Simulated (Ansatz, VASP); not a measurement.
## One calculation of Ta3H, two programs

Contents of INCAR:

```
ALGO = Normal
DIPOL = 0.5 0.5 0.353
EDIFF = 1E-7
ENCUT = 520
GGA = PE
IDIPOL = 3
ISIF = 2
ISMEAR = 0
ISPIN = 2
LASPH = T
LCHARG = T
LDIPOL = T
LELF = T
LMAXMIX = 4
LORBIT = 11
LREAL = F
LVACPOTAV = T
LVHAR = T
LWAVE = F
MAGMOM = 0 0 0 1
NBANDS = 29
NELM = 150
PREC = Accurate
SIGMA = 0.1
```

File KPOINTS:

```
k-points
0
Gamma
  10 10 1
```

The input POSCAR:

```
Ta3H
1.0
    2.8743098520      0.0000000000      0.0000000000
   -0.9581032840      2.7099253168      0.0000000000
    0.0000000000      0.0000000000     21.5266897253
Ta H
3 1
Direct
    0.5000000000      0.5000000000      0.1858158431
    0.0000000000      0.0000000000      0.2909732295
    0.5000000000      0.5000000000      0.3960985100
    0.5000000000      0.5000000000      0.5387121696
```

Input for Ansatz:

```yaml
crystal:
  lattice:
    - [2.874309852, 0.0, 0.0]
    - [-0.958103284, 2.7099253168, 0.0]
    - [0.0, 0.0, 21.5266897253]
  atoms:
    - { symbol: Ta, position: [0.5, 0.5, 0.1858158431] }
    - { symbol: Ta, position: [0.0, 0.0, 0.2909732295] }
    - { symbol: Ta, position: [0.5, 0.5, 0.39609851] }
    - { symbol: H, position: [0.5, 0.5, 0.5387121696], spin: 1.0 }
basis:
  ecutwfc: 420
kpoints:
  mp_grid: { grid: [10, 10, 1] }
hamiltonian:
  xc: pbe
  pseudopotentials: { kind: paw, azcp: { folder: soft_1 } }
scf:
  occupations: { method: gaussian, width: 0.1 }
output:
  forces: true
  eigenvalues: true
  populations: true
magnetization:
  spin_polarized: true
efield:
  axis: 3
  dipole_correction: true
  ramp_width: 0.04
```

Alike in both runs: task single point; functional PBE; k mesh 10 × 10 × 1; occupations gaussian, width 0.1 eV; collinear spin.

|  | VASP | Ansatz |
| --- | --- | --- |
| version | VASP 6.6.1 | Ansatz 0.2.0 |
| potentials or method | VASP PAW PBE potentials, release 64 (Ta_pv, H), cutoff 520 eV | scalar-relativistic, plane waves, PAW |
| valence electrons in the cell | 34 | 40 |

```csv
,VASP,Ansatz,Ansatz less VASP
gap on the k mesh at the Fermi level (eV),none,none,-
rms of the force components (eV/Å),0.305,0.305,-0.0005
net moment per atom (μB),0.18,0.18,0.000
size of the moment on the site where the two differ most (μB),0.31,0.70,+0.384
"work function, face that differs most (eV)",5.62,5.62,+0.001
```

Site moments also hang on the region over which each program counts them. Atom by atom the forces differ by 0.002 eV/Å (rms over components). A gap of «none» marks a metal or a gap that the smearing closes. With one functional, cell and mesh, what is left measures potentials, basis and numerics. VASP's potentials hold 34 valence electrons a cell and Ansatz's 40, so a difference there can come from the potentials and not from the codes.

Spin-orbit coupling is off throughout.
